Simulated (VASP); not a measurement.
Input of a VASP 6.6.1 run:

Contents of INCAR:

```
ALGO     = Normal         # electronic algorithm
EDIFF    = 1E-6           # SCF threshold, eV
EDIFFG   = -0.005         # ionic threshold
ENCUT    = 600            # plane-wave cutoff, eV
GGA      = PE             # functional
IBRION   = 2              # ionic algorithm
ISIF     = 3              # what is computed and relaxed
ISMEAR   = -1             # smearing method
LASPH    = T              # aspherical terms in the spheres
LCHARG   = F              # write CHGCAR
LREAL    = F              # projectors in reciprocal space
LWAVE    = F              # write WAVECAR
NELM     = 100            # most SCF steps
NSW      = 60             # ionic steps
PREC     = Accurate       # precision mode
SIGMA    = 0.05           # smearing width, eV
```

The input KPOINTS:

```
k-points
0
Gamma
  16 16 16
```

File POSCAR:

```
MgO
1.0
    0.0000000000      2.1544346900      2.1544346900
    2.1544346900      0.0000000000      2.1544346900
    2.1544346900      2.1544346900      0.0000000000
Mg O
1 1
Direct
    0.0000000000      0.0000000000      0.0000000000
    0.5000000000      0.5000000000      0.5000000000
```

Potentials or basis: VASP PAW PBE potentials, release 64 (Mg, O).

The run is started by

```sh
$ cat potpaw_PBE.64/Mg/POTCAR potpaw_PBE.64/O/POTCAR > POTCAR
$ mpirun -np 1 vasp_std > vasp.out
```

Q: Predict the relaxed volume.

A: 9.56 Å³/atom.

Q: What does it give for the band gap on the k mesh?

A: 4.51 eV, direct.

Q: What does it give for the space group after relaxing (to 0.05 Å)?

A: Fm-3m (No. 225).

The path:
```tsv
step	energy change (eV)	largest force (eV/Å)	pressure (GPa)	volume (Å³)
1	0.0000	0.0000	-6.30	20.00
2	-0.0167	0.0000	1.89	18.88
3	-0.0180	0.0000	0.00	19.11
```

A k mesh can miss the band edges.
